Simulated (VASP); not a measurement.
**Pb: single point with r2SCAN**

Crystal: Pb.

```
CELL_PARAMETERS angstrom
0.01933 2.46287 2.45281
2.50286 -0.00675 2.47889
2.48132 2.46742 0.01479
ATOMIC_POSITIONS crystal
Pb 0.00000 0.00000 0.00000
```

| Quantity | Value |
| --- | --- |
| Program | VASP 6.6.1 |
| Task | single point |
| Functional | r2SCAN |
| Potentials or basis | VASP PAW PBE potentials, release 64 (Pb_d) |
| Cutoff | 520 eV |
| k mesh | 5 × 5 × 5 |
| Occupations | fermi-dirac, width 0.05 eV |
| Spin | no spin polarisation |

- Pressure: 1.1 GPa
- Band gap on the k mesh: zero (band 7 reaches 14.88 eV, above the bottom of band 8 at 6.61 eV)

Stress tensor (GPa, compression positive):
```
 1.70  0.03 -0.60
 0.03  1.06  0.15
-0.60  0.15  0.51
```

Levels at points of the mesh, in eV from the Fermi level:
| k point | band 5 | band 6 | band 7 | band 8 | band 9 | band 10 |
| --- | --- | --- | --- | --- | --- | --- |
| (0.00, 0.00, 0.00) | -17.26 | -12.02 | 7.91 | 8.11 | 8.32 | 10.79 |

Run time: 74 s on 1 thread of Intel Xeon 6975P-C, on a shared host, peak memory 0.18 GiB.

Caveat: the k points lie up to 0.44 Å⁻¹ apart; the PAW data sets were made with another functional, which shifts forces and pressure a little; spin-orbit coupling is left out, which moves the levels of the heavy elements.
